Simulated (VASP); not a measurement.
Al, 5 atoms in the cell. The cell holds a slab with vacuum, 5 atoms: a = 2.857 Å, b = 2.857 Å, c = 24.331 Å, α = 90.00°, β = 90.00°, γ = 120.00°. 

| Item | Value |
| --- | --- |
| Program | VASP 6.6.1 |
| Task | single point |
| Functional | PBE |
| Potentials or basis | VASP PAW PBE potentials, release 64 (Al) |
| Cutoff | 520 eV |
| k mesh | 12 × 12 × 1 |
| Occupations | gaussian, width 0.1 eV |
| Spin | no spin polarisation |
| Dipole correction | yes |
| Further INCAR settings | ALGO = Normal; EDIFF = 1e-06; NBANDS = 16 |

Potentials or basis: VASP PAW PBE potentials, release 64 (Al).

Command:

```console
$ cat potpaw_PBE.64/Al/POTCAR > POTCAR
$ mpirun -np 1 vasp_std > vasp.out
```

Hardware: 1 thread of Intel(R) Xeon(R) 6975P-C (Granite Rapids), with other jobs on the host.

Task: How long does it take, and how much memory?

Result: Wall time 38 s on 1 thread of Intel(R) Xeon(R) 6975P-C (Granite Rapids) (shared host), peak memory 0.3 GiB. Counts: scf iterations 21, k points 19.
